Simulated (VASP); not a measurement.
# Al2O3 in VASP: notebook, part 2 of 2

VASP 6.6.1.

## (4) Single point, PBE

INCAR

```
SYSTEM = Al2O3
  ALGO = Normal
  EDIFF = 1E-6
  ENCUT = 520
  GGA = PE
  ISIF = 2
  ISMEAR = -1
  ISYM = 0
  LASPH = .TRUE.
  LCHARG = .TRUE.
  LELF = .TRUE.
  LREAL = Auto
  LVHAR = .TRUE.
  LWAVE = .FALSE.
  NBANDS = 78
  NELM = 80
  PREC = Accurate
  SIGMA = 0.2585
```

KPOINTS

```
k-points
0
G
  1 1 1
  0 0 0
```

POSCAR

```
Al2O3
1.0
    6.5712240000      0.0218150000     -0.0138680000
    0.0218150000      6.5996800000     -0.0068760000
   -0.0138680000     -0.0068760000      6.2950720000
Al O
10 15
Direct
    0.3461704632      0.2974705445      0.6788993199
    0.6834980167      0.1416202938      0.5754988238
    0.9620981807      0.9493410238      0.9504275799
    0.9490640677      0.6132802011      0.5126396545
    0.5981287827      0.3310693622      0.2623659083
    0.2122126921      0.8953263735      0.3596539054
    0.8678091113      0.5494279813      0.9275909225
    0.2603452525      0.6012467707     -0.0454160587
    0.5690059186      0.9541591406      1.0311025469
    1.1397395878      0.3066439864      0.2531418851
    0.6397775064      0.0559595181      0.2736559982
    0.2040673369      1.1587577064      0.4819354924
    0.7761464267      0.8021270108      1.0170484188
    0.5070300692      0.0651332094      0.7641361924
    0.5370152267      0.3803549142      0.5204635702
    1.0623479033      0.7025910354      0.3173537422
    0.1031772713      0.7559811660      0.8405459046
    0.8848895062      0.3902339759      0.3332214304
    0.1185823782      0.3866884437      0.8125164208
    0.3583073991      0.3964363519      0.1324227750
    0.0920705345      1.0761613527      0.1415176061
    0.3667176452      0.7995105029      0.1402590907
    0.6288444471      0.4017455631      0.9741709415
    0.8872318310      1.0704796503      0.7104568064
    0.7798246203      0.6655568000      0.6795776087
```

Potentials or basis: VASP PAW PBE potentials, release 64 (Al, O).

The run is started by

```console
cat potpaw_PBE.64/Al/POTCAR potpaw_PBE.64/O/POTCAR > POTCAR
mpirun -np 1 vasp_gam > vasp.out
```

OUTCAR:

```text
SYSTEM = Al2O3
   EDIFF = 1E-6
   ENCUT = 520
   GGA = PE
   ISIF = 2
   ISMEAR = -1
   ISYM = 0
   LASPH = .TRUE.
   LREAL = Auto
   NELM = 80
   PREC = Accurate

 ion  position               nearest neighbor table
   1  0.346  0.297  0.679-  15 1.70  12 1.80  19 1.81  14 1.93   2 2.52   8 2.71  10 3.00   5 3.12

   2  0.683  0.142  0.575-  24 1.65  14 1.74  15 1.87  11 2.00   5 2.40   1 2.52  18 2.61   9 3.22
[... 288 lines left out ...]
  -------------------------------------------------------------------------------------
  Total       45.2372229     25.1682551     20.2324474     10.4940293      1.0211782    -13.0905440
  in kB      265.4874151    147.7070113    118.7398303     61.5871740      5.9930726    -76.8255537
  external PRESSURE =     177.3114189 kB  Pullay stress =       0.0000000 kB

 VOLUME and BASIS-vectors are now :
 -----------------------------------------------------------------------------
  energy-cutoff  :      520.00
  volume of cell :      273.00
      direct lattice vectors                 reciprocal lattice vectors
     6.571224000  0.021815000 -0.013868000     0.152181026 -0.000502680  0.000334705
     0.021815000  6.599680000 -0.006876000    -0.000502680  0.151524331  0.000164400
    -0.013868000 -0.006876000  6.295072000     0.000334705  0.000164400  0.158855335

 POSITION                                       TOTAL-FORCE (eV/Angst)
 -----------------------------------------------------------------------------------
      2.27184      1.96609      4.26687        -1.493788     -3.326955      1.789658
      4.48653      0.94560      3.61235         0.877985     -1.340009     -0.452910
      6.32969      6.27980      5.96314         2.319855      3.319543     -3.045681
      6.24278      4.06463      3.20972        -1.587438     -4.191047      0.996134
      3.93402      2.19620      1.64104         1.144680      1.755393     -4.901154
      1.40904      5.91102      2.25495         1.687950      5.096044     -2.464253
[... 17 lines left out ...]
      5.82188      0.47961      4.45959         1.548787      0.044525      0.909512
      5.12950      4.40480      4.26260        -3.176351     -0.743890      1.443026
 -----------------------------------------------------------------------------------
    total drift:                               -0.009157      0.010690      0.013332

  FREE ENERGIE OF THE ION-ELECTRON SYSTEM (eV)
  ---------------------------------------------------
  free  energy   TOTEN  =      -166.3302298412 eV

  energy  without entropy=     -165.7041888452  energy(sigma->0) =     -166.01720934
```

stdout:

```text
POSCAR found type information on POSCAR AlO
 POSCAR found :  2 types and      25 ions
 scaLAPACK will be used
 LDA part: xc-table for (Slater+PW92), standard interpolation
 POSCAR, INCAR and KPOINTS ok, starting setup
 FFT: planning ... GRIDC
 FFT: planning ... GRID_SOFT
 FFT: planning ... GRID
 WAVECAR not read
 entering main loop
```

Wall time 33 s (1 thread of Intel Xeon Platinum 8488C (Sapphire Rapids), shared host); peak memory 0.3 GiB.

Results:

- Free energy: -166.3302 eV
- Pressure: 17.7 GPa
- Largest force: 6.137 eV/Å
- Band gap on the k mesh: 0.96 eV

Forces in eV/Å, atoms in the order of the input:
```
Al  -1.494 -3.327  1.790
Al   0.878 -1.340 -0.453
Al   2.320  3.320 -3.046
Al  -1.587 -4.191  0.996
Al   1.145  1.755 -4.901
Al   1.688  5.096 -2.464
Al  -3.804  0.350 -1.857
Al   4.480 -1.516  3.910
Al  -2.470 -0.599 -0.736
Al  -1.609 -1.496  0.743
O   -0.319  2.882  2.797
O    1.794 -0.970  0.575
O   -1.557 -2.596  2.406
O   -2.570 -0.030  1.547
O    0.736  0.018  0.738
O    1.484  0.483 -2.449
O   -0.096  0.620 -1.965
O   -0.171  0.177  0.050
O    0.715  1.713  0.188
O   -3.769  0.767  1.856
O   -0.265 -1.042 -0.664
O    1.621  0.125 -0.877
O    4.478  0.500 -0.536
O    1.549  0.045  0.910
O   -3.176 -0.744  1.443
```

Levels at points of the mesh, in eV from the valence-band top:
| k point | band 57 | band 58 | band 59 | band 60 | band 61 | band 62 | band 63 | band 64 |
| --- | --- | --- | --- | --- | --- | --- | --- | --- |
| (0.00, 0.00, 0.00) | -0.74 | -0.34 | -0.23 | 0.00 | 0.96 | 3.28 | 3.71 | 4.36 |

Caveat: the k points lie up to 1.00 Å⁻¹ apart.

## (5) Single point, PBE

INCAR

```
  PREC = Accurate
  ENCUT = 520
  EDIFF = 1E-6
  ISMEAR = -1
  SIGMA = 0.1861
  LREAL = Auto
  LASPH = T
  NELM = 100
  ALGO = Normal
  ISIF = 2
  LWAVE = F
  LCHARG = F
  GGA = PE
  NBANDS = 78
  ISYM = 0
```

KPOINTS

```
Automatic mesh
0
Gamma
  1 1 1
```

POSCAR

```
Al2O3
1.0
    6.5712240000      0.0218150000     -0.0138680000
    0.0218150000      6.5996800000     -0.0068760000
   -0.0138680000     -0.0068760000      6.2950720000
Al O
10 15
Direct
    0.3496563572      0.2108630215      0.6533186481
    0.7155611361      0.1143422037      0.6038279814
    0.9952651086      0.9520176423      0.8123184945
    1.0504422655      0.4965887172      0.5557043791
    0.6351918228      0.3685347150      0.2805260821
    0.2049391439      0.8652131164      0.2564641519
    0.8505098038      0.6491205138      0.9302710474
    0.3873977318      0.5671535384      0.9899572522
    0.5454395734      0.9818781518      0.0479007309
    0.1364384157      0.2385457763      0.2231228441
    0.6296880823      0.0907485290      0.3389903247
    0.2365990731      0.0866210132      0.4171578597
    0.7986755063      0.9332227690     -0.0137070916
    0.4642418685      0.0073180816      0.7938384859
    0.6081433462      0.3494122294      0.5989746091
    0.0569728904      0.6842412690      0.3429728751
    0.1262197657      0.7260961227      0.9487410236
    0.9200065084      0.3289494125      0.3558465267
    0.2454065280      0.4423426691      0.7564877488
    0.3653775608      0.3903648453      0.1987745660
    0.1328196425      0.0463530762      0.0513278747
    0.4420881620      0.7736256802      0.1794767921
    0.6348401525      0.5309083385      1.0452561129
    0.9662891766      0.1808605121      0.6973680516
    0.8194717717      0.6732455699      0.6485019824
```

The run is started by

```console
cat potpaw_PBE.64/Al/POTCAR potpaw_PBE.64/O/POTCAR > POTCAR
mpirun -np 1 vasp_gam > vasp.out
```

Wall time 37 s (1 thread of Intel Xeon Platinum 8488C (Sapphire Rapids), shared host); peak memory 0.3 GiB.

The run converged. Its results:

```yaml
Free_energy: -168.4529 eV
Pressure: 12.4 GPa
Largest_force: 6.826 eV/Å
Band_gap_on_the_k_mesh: 1.67 eV
```

Forces on the atoms (eV/Å):
```
Al   0.453  0.294 -1.199
Al   0.469 -0.302 -1.216
Al   3.817 -0.932  2.378
Al  -3.266  2.669 -1.004
Al   0.467 -0.623  2.703
Al  -0.171 -0.117 -1.012
Al  -0.380  0.453  0.611
Al  -4.458  1.313 -0.664
Al   1.614 -0.484  4.053
Al   0.124  2.350  0.129
O   -0.330 -0.590 -3.252
O    0.996 -0.366  3.241
O   -1.944 -1.806 -0.197
O    0.087  1.529 -2.395
O   -3.151  0.795 -0.027
O   -0.038 -1.960  2.267
O   -1.153 -1.875 -1.320
O    0.175  1.408 -1.762
O    0.339 -0.897 -1.074
O   -1.978 -1.650  0.230
O    1.154  1.672 -0.746
O   -0.677  1.542 -0.431
O    6.417 -2.007 -1.181
O   -0.620 -0.675 -0.127
O    2.054  0.259  1.997
```

Stress tensor (GPa, compression positive):
```
13.76 -2.19 -9.48
-2.19 17.85  0.96
-9.48  0.96  5.65
```

Levels at points of the mesh, in eV from the valence-band top:
| k point | band 58 | band 59 | band 60 | band 61 | band 62 | band 63 |
| --- | --- | --- | --- | --- | --- | --- |
| (0.00, 0.00, 0.00) | -0.61 | -0.23 | 0.00 | 1.67 | 4.07 | 4.18 |

Caveat: the k points lie up to 1.00 Å⁻¹ apart.
